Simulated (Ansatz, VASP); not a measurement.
Two plane-wave programs on Rb

File POSCAR:

```
Rb
1.0
    4.6218321144      0.0000000000      0.0000000000
    0.0000000000      4.6218321144      0.0000000000
    0.0000000000      0.0000000000      4.6218321144
Rb
1
Direct
    0.0000000000      0.0000000000      0.0000000000
```

Contents of INCAR.step1:

```
SYSTEM = Rb
ALGO     = Normal         ! electronic algorithm
EDIFF    = 1E-5           ! SCF threshold, eV
ENCUT    = 550            ! plane-wave cutoff, eV
GGA      = PE             ! functional
GGA_COMPAT= .FALSE.      
ISMEAR   = -1             ! smearing method
LASPH    = .TRUE.         ! aspherical terms in the spheres
LCHARG   = .FALSE.        ! write CHGCAR
LREAL    = .FALSE.        ! projectors in reciprocal space
LWAVE    = .TRUE.         ! write WAVECAR
NBANDS   = 10             ! bands
NELM     = 120            ! most SCF steps
PREC     = Accurate       ! precision mode
SIGMA    = 0.1            ! smearing width, eV
```

The input INCAR.step2:

```
SYSTEM = Rb
ALGO     = Normal         ! electronic algorithm
EDIFF    = 1E-6           ! SCF threshold, eV
ENCUT    = 550            ! plane-wave cutoff, eV
GGA_COMPAT= .FALSE.      
ISIF     = 2              ! what is computed and relaxed
ISMEAR   = -1             ! smearing method
ISTART   = 1            
LASPH    = .TRUE.         ! aspherical terms in the spheres
LCHARG   = .FALSE.        ! write CHGCAR
LMIXTAU  = .TRUE.       
LREAL    = .FALSE.        ! projectors in reciprocal space
LWAVE    = .FALSE.        ! write WAVECAR
METAGGA  = R2SCAN         ! meta-GGA
NBANDS   = 10             ! bands
NELM     = 120            ! most SCF steps
PREC     = Accurate       ! precision mode
SIGMA    = 0.1            ! smearing width, eV
```

File KPOINTS:

```
k-points
0
G
  8 8 8
  0 0 0
```

Input for Ansatz:

```yaml
crystal:
  lattice:
    - [4.6218321144, 0.0, 0.0]
    - [0.0, 4.6218321144, 0.0]
    - [0.0, 0.0, 4.6218321144]
  atoms:
    - { symbol: Rb, position: [0.0, 0.0, 0.0] }
hamiltonian:
  xc: r2scan
  pseudopotentials:
    kind: paw
    azcp:
      Rb: "pseudopotentials/Rb.paw.azcp"
basis:
  ecutwfc: 500
  fft_grid_basis: typed
kpoints:
  mp_grid: { grid: [8, 8, 8], shift: [0, 0, 0] }
magnetization:
  spin_polarized: false
scf:
  occupations: { method: fermi_dirac, width: 0.1 }
  lower_state_search: "off"
output:
  stress: true
```

Alike in both runs: task single point; functional r2SCAN; k mesh 8 × 8 × 8; occupations fermi-dirac, width 0.1 eV; no spin polarisation.

|  | VASP | Ansatz |
| --- | --- | --- |
| version | VASP 6.6.1 | Ansatz 0.2.0 |
| potentials or method | VASP PAW PBE potentials, release 64 (Rb_sv), cutoff 550 eV | plane waves (500 eV) with PAW, scalar-relativistic |
| valence electrons in the cell | 9 | 9 |

```tsv
	VASP	Ansatz	Ansatz less VASP
pressure (GPa)	0.0	0.0	-0.01
```

VASP's potentials were made for PBE, not for r2SCAN.
